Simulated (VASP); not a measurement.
# YAl3N4 (sol): single point with PBEsol

Crystal: YAl3N4 (sol).

```
Y Al N
1.0
    -3.27391    0.00000    0.00000
     0.00000    5.73110    0.02533
     1.63696   -2.88865   -5.20306
Y Al N
1 3 4
Cartesian
  0.0000 1.8669 -0.0386
  -1.6370 4.8013 0.0021
  -1.6370 0.9208 -2.6508
  0.0000 3.8588 -2.4807
  -1.6370 -0.9940 -3.0385
  0.0000 1.9336 -3.1830
  -1.6370 0.7573 -0.7961
  0.0000 3.9916 -0.5691
```

```
Program             : VASP 6.6.1
Task                : single point
Functional          : PBEsol
Potentials or basis : VASP PAW PBE potentials, release 64 (Y_sv, Al, N)
Cutoff              : 600 eV
k mesh              : 6 × 6 × 6
Occupations         : gaussian, width 0.1 eV
Spin                : no spin polarisation
```

```json
{"Pressure": "-0.2 GPa", "Largest force": "0.039 eV/Å", "Band gap on the k mesh": "2.41 eV, indirect (least direct gap 2.99 eV)"}
```

Forces in eV/Å, atoms in the order of the input:
```
Y    0.000 -0.011 -0.002
Al   0.000  0.002  0.009
Al   0.000  0.001 -0.018
Al   0.000  0.008 -0.019
N    0.000 -0.016 -0.011
N    0.000  0.011 -0.008
N    0.000  0.012  0.037
N    0.000 -0.007  0.014
```

Stress tensor (GPa, compression positive):
```
-0.24  0.00  0.00
 0.00 -0.13 -0.08
 0.00 -0.08 -0.09
```

Levels at points of the mesh, in eV from the valence-band top:
```csv
k point,band 17,band 18,band 19,band 20,band 21,band 22,band 23,band 24
"(0.00, 0.00, 0.00)",-0.93,-0.88,-0.84,-0.58,2.41,3.91,3.98,4.68
"(0.50, 0.00, 0.00)",-1.45,-1.16,-0.59,-0.30,4.08,4.38,4.70,5.86
"(0.00, 0.50, 0.00)",-1.25,-0.99,-0.66,-0.51,3.68,4.73,5.03,6.00
"(0.50, 0.50, 0.00)",-1.95,-1.41,-0.34,0.00,3.55,4.10,4.26,5.06
"(0.00, 0.00, 0.50)",-1.33,-0.91,-0.74,-0.72,3.57,3.86,4.55,5.80
"(0.00, 0.50, 0.50)",-1.42,-1.32,-0.45,-0.28,3.89,4.65,4.95,5.41
```

Wall time 4.3 min on 1 thread of Intel Xeon 6975P-C, on a shared host, peak memory 0.42 GiB.

Caveat: the PAW data sets were made with another functional, which shifts forces and pressure a little. A k mesh can miss the band edges.
